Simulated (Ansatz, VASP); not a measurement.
## BiTe5: VASP beside Ansatz

INCAR

```
SYSTEM = BiTe5
ALGO = Normal
EDIFF = 1E-6
EDIFFG = -0.04
ENCUT = 600
GGA = PE
IBRION = 2
ISIF = 3
ISMEAR = 0
LASPH = .TRUE.
LCHARG = .FALSE.
LREAL = .FALSE.
LWAVE = .FALSE.
NELM = 60
NSW = 90
PREC = Accurate
SIGMA = 0.1
```

Contents of KPOINTS:

```
k-points
0
G
  4 4 4
  0 0 0
```

Contents of POSCAR:

```
BiTe5
1.0
    7.0147695500      0.0000000000      0.0000000000
    0.0000000000      7.0147695500      0.0000000000
    0.0000000000      0.0000000000      4.5350873700
Bi Te
1 5
Direct
    0.5000000000      0.5000000000      0.5000000000
    0.7391173500      0.0000000000      0.0000000000
    0.2608826500      0.0000000000      0.0000000000
    0.0000000000      0.7391173500      0.0000000000
    0.0000000000      0.2608826500      0.0000000000
    0.5000000000      0.5000000000      0.0000000000
```

Input for Ansatz:

```yaml
crystal:
  lattice:
    - [7.01476955, 0.0, 0.0]
    - [0.0, 7.01476955, 0.0]
    - [0.0, 0.0, 4.53508737]
  atoms:
    - { symbol: Bi, position: [0.5, 0.5, 0.5] }
    - { symbol: Te, position: [0.73911735, 0.0, 0.0] }
    - { symbol: Te, position: [0.26088265, 0.0, 0.0] }
    - { symbol: Te, position: [0.0, 0.73911735, 0.0] }
    - { symbol: Te, position: [0.0, 0.26088265, 0.0] }
    - { symbol: Te, position: [0.5, 0.5, 0.0] }
basis:
  ecutwfc: 420
kpoints:
  mp_grid: { grid: [4, 4, 4] }
hamiltonian:
  xc: pbe
scf:
  occupations: { method: gaussian, width: 0.1 }
  lower_state_search: "off"
output:
  forces: true
  stress: true
  eigenvalues: true
relax:
  adjacent_minimum: "off"
  f_tol: 0.04
  max_steps: 70
  cell: { stress_tol: 0.4 }
```

Alike in both runs: task relaxation of cell and atoms; functional PBE; k mesh 4 × 4 × 4; occupations gaussian, width 0.1 eV; no spin polarisation.

|  | VASP | Ansatz |
| --- | --- | --- |
| version | VASP 6.6.1 | Ansatz 0.2.0 |
| potentials or method | VASP PAW PBE potentials, release 64 (Bi_d, Te), cutoff 600 eV | scalar-relativistic, plane waves, PAW |
| valence electrons in the cell | 45 | 95 |

VASP gave:

- gap on the k mesh at the Fermi level, each at its own relaxed structure (eV): none
- relaxed volume (Å³/atom): 52.33
- relaxed cell length with the largest relative difference (Å): 5.908

Problem. What did Ansatz give for the same quantities?

Solution. gap on the k mesh at the Fermi level, each at its own relaxed structure (eV): none; relaxed volume (Å³/atom): 52.36; relaxed cell length with the largest relative difference (Å): 5.934.

A gap of «none» marks a metal or a gap that the smearing closes. VASP's potentials hold 45 valence electrons a cell and Ansatz's 95, so a difference there can come from the potentials and not from the codes.

Spin-orbit coupling is off throughout. Noted on VASP's run: the volume moved by over 15 % at a fixed basis, so the end points are rough.
